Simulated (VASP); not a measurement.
Al:

```
CELL_PARAMETERS angstrom
0.00000 2.02510 2.02510
2.02510 0.00000 2.02510
2.02510 2.02510 0.00000
ATOMIC_POSITIONS crystal
Al 0.00000 0.00000 0.00000
```

```yaml
Program: VASP 6.6.1
Task: relaxation of cell and atoms
Functional: PBEsol
Potentials_or_basis: VASP PAW PBE potentials, release 64 (Al)
Cutoff: 600 eV
k_mesh: 18 × 18 × 18
Occupations: fermi-dirac, width 0.05 eV
Spin: no spin polarisation
```

At the start: pressure -1.9 GPa; volume 16.61 Å³/atom.

Question: How do energy, volume and symmetry change on relaxing?

Answer: Over 3 steps the energy falls by 2.6 meV/atom and the volume is 16.19 Å³/atom (-2.5 %); space group Fm-3m (No. 225, to 0.1 Å) before and after.

The path:
```tsv
step	energy change (eV)	largest force (eV/Å)	pressure (GPa)	volume (Å³)
1	0.0000	0.0000	-1.95	16.61
2	-0.0025	0.0000	0.32	16.13
3	-0.0026	0.0000	0.00	16.19
```

Final structure:
```
Al
1.0
     0.00000    2.00800    2.00800
     2.00800    0.00000    2.00800
     2.00800    2.00800    0.00000
Al
1
Cartesian
  0.0000 0.0000 0.0000
```

Caveat: the PAW data sets were made with another functional, which shifts forces and pressure a little.
